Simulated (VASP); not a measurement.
Wanted: the native input for a VASP 6.6.1 run.

```
Task                   : single point
Functional             : PBE
Potentials or basis    : VASP PAW PBE potentials, release 64 (Ga_d)
Cutoff                 : 520 eV
k mesh                 : 4 × 4 × 8
Occupations            : gaussian, width 0.1 eV
Spin                   : no spin polarisation
Dipole correction      : no
Further INCAR settings : ALGO = Fast; EDIFF = 1e-06; NBANDS = 48
```

The structure of Ga lies in POSCAR:

```
Ga
1.0
    6.6364902900      0.0000000000      0.0000000000
    0.0000000000      6.6364902900      0.0000000000
    0.0000000000      0.0000000000      2.4334980900
Ga
6
Direct
    0.1767953900      0.3232046100      0.0000000000
    0.3232046100      0.8232046100      0.0000000000
    0.8232046100      0.6767953900      0.0000000000
    0.6767953900      0.1767953900      0.0000000000
    0.0000000000      0.0000000000      0.0000000000
    0.5000000000      0.5000000000      0.0000000000
```

The input as run:

INCAR

```
SYSTEM = Ga
ALGO = Fast
EDIFF = 1E-6
ENCUT = 520
GGA = PE
ISIF = 2
ISMEAR = 0
LASPH = .True.
LCHARG = .False.
LREAL = .False.
LWAVE = .False.
NBANDS = 48
NELM = 100
PREC = Accurate
SIGMA = 0.1
```

KPOINTS

```
k-points
0
Gamma
  4 4 8
  0 0 0
```

Potentials or basis: VASP PAW PBE potentials, release 64 (Ga_d).

The run is started by

```bash
$ cat potpaw_PBE.64/Ga_d/POTCAR > POTCAR
$ mpirun -np 1 vasp_std > vasp.out
```

It gave:

| Property | Result |
| --- | --- |
| Pressure | 18.1 GPa |
| Largest force | 0.799 eV/Å |
| Band gap on the k mesh | zero (band 39 reaches 7.27 eV, above the bottom of band 40 at 4.38 eV) |

It took 3.2 min on 1 thread of Intel(R) Xeon(R) Platinum 8259CL CPU @ 2.50GHz (Skylake/Cascade Lake), on a shared host, peak memory 0.26 GiB.
